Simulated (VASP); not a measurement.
A run of VASP 6.6.1:

Contents of INCAR:

```
ALGO     = Normal         # electronic algorithm
EDIFF    = 1E-6           # SCF threshold, eV
ENCUT    = 520            # plane-wave cutoff, eV
GGA      = PE             # functional
ISIF     = 2              # what is computed and relaxed
ISMEAR   = -1             # smearing method
LASPH    = T              # aspherical terms in the spheres
LCHARG   = T              # write CHGCAR
LELF     = T              # ELF
LREAL    = F              # projectors in reciprocal space
LVHAR    = T            
LWAVE    = F              # write WAVECAR
NBANDS   = 16             # bands
NELM     = 100            # most SCF steps
PREC     = Accurate       # precision mode
SIGMA    = 0.04           # smearing width, eV
```

The input KPOINTS:

```
k-points
0
Gamma
  6 6 6
```

The input POSCAR:

```
ZnSe
1.0
    0.0000000000      2.8338000000      2.8338000000
    2.8338000000      0.0000000000      2.8338000000
    2.8338000000      2.8338000000      0.0000000000
Se Zn
1 1
Direct
    0.7500000000      0.7500000000      0.7500000000
    0.0000000000      0.0000000000      0.0000000000
```

Potentials or basis: VASP PAW PBE potentials, release 64 (Se, Zn).

Run with:

```sh
$ cat potpaw_PBE.64/Se/POTCAR potpaw_PBE.64/Zn/POTCAR > POTCAR
$ mpirun -np 1 vasp_std > vasp.out
```

Hardware: 1 thread of Intel(R) Xeon(R) Platinum 8259CL CPU @ 2.50GHz (Skylake/Cascade Lake) (shared host).

Task: Estimate the wall time of this run.

Result: It took 14 s on 1 thread of Intel(R) Xeon(R) Platinum 8259CL CPU @ 2.50GHz (Skylake/Cascade Lake), with other jobs on the host, peak memory 0.17 GiB. Counts: scf iterations 13, k points 16.
